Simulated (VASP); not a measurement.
A run of VASP 6.6.1 is set up as follows.

Contents of INCAR:

```
  PREC = Accurate
  ENCUT = 600
  EDIFF = 1E-6
  ISMEAR = 0
  SIGMA = 0.1
  LREAL = False
  LASPH = True
  NELM = 120
  ALGO = Normal
  ISIF = 2
  LWAVE = False
  LCHARG = False
  GGA = PS
  NBANDS = 9
  GGA_COMPAT = False
```

File KPOINTS:

```
regular mesh
0
Gamma
  18 18 8
```

File POSCAR:

```
Mg
1.0
    3.1879806879      0.0000000000      0.0000000000
   -1.5939903439      2.7608722625      0.0000000000
    0.0000000000      0.0000000000      5.1123695181
Mg
2
Direct
    0.3333333333      0.6666666667      0.2500000000
    0.6666666667      0.3333333333      0.7500000000
```

Potentials or basis: VASP PAW PBE potentials, release 64 (Mg).

Launch:

```bash
$ cat potpaw_PBE.64/Mg/POTCAR > POTCAR
$ mpirun -np 1 vasp_std > vasp.out
```

**Question.** Estimate the pressure.

**Answer.** 0.0 GPa.

**Question.** What does it give for the band gap on the k mesh?

**Answer.** Zero (bands 2 and 3 overlap by 2.14 eV).

Caveat: the PAW data sets were made with another functional, which shifts forces and pressure a little.
